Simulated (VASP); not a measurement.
Crystal: Sc.

```
Sc
1.0
     3.20196    0.00000    0.00000
     1.50211    2.84414    0.00000
     1.54899    0.92645    2.67418
Sc
1
Direct
  0.00000 0.00000 0.00000
```

- Program: VASP 6.6.1
- Task: relaxation of cell and atoms
- Functional: PBEsol
- Potentials or basis: VASP PAW PBE potentials, release 64 (Sc_sv)
- Cutoff: 600 eV
- k mesh: 10 × 10 × 10
- Occupations: fermi-dirac, width 0.05 eV
- Spin: no spin polarisation

At the start: pressure -1.5 GPa; volume 24.35 Å³/atom.

Task: Where does the relaxation end?

Result: Over 9 steps the energy falls by 8.5 meV/atom and the volume is 23.64 Å³/atom (-2.9 %); space group Fm-3m (No. 225, to 0.05 Å).

Step by step:
| step | energy change (eV) | largest force (eV/Å) | pressure (GPa) | volume (Å³) |
| --- | --- | --- | --- | --- |
| 1 | 0.0000 | 0.0000 | -1.49 | 24.35 |
| 2 | -0.0070 | 0.0000 | 0.19 | 23.56 |
| 3 | -0.0071 | 0.0000 | 0.46 | 23.44 |
| 4 | -0.0083 | 0.0000 | 0.17 | 23.56 |
| 5 | -0.0085 | 0.0000 | 0.05 | 23.62 |
| 6 | -0.0085 | 0.0000 | -0.01 | 23.64 |
| 7 | -0.0085 | 0.0000 | -0.09 | 23.68 |
| 8 | -0.0085 | 0.0000 | -0.05 | 23.66 |
| 9 | -0.0085 | 0.0000 | -0.02 | 23.64 |

Final structure:
```yaml
crystal:
  lattice:
    - [3.21886, 0.05401, 0.01333]
    - [1.55797, 2.81761, 0.01843]
    - [1.58420, 0.94726, 2.64199]
  atoms:
    - { symbol: Sc, position: [0.00000, 0.00000, 0.00000] }
```

Caveat: the PAW data sets were made with another functional, which shifts forces and pressure a little.
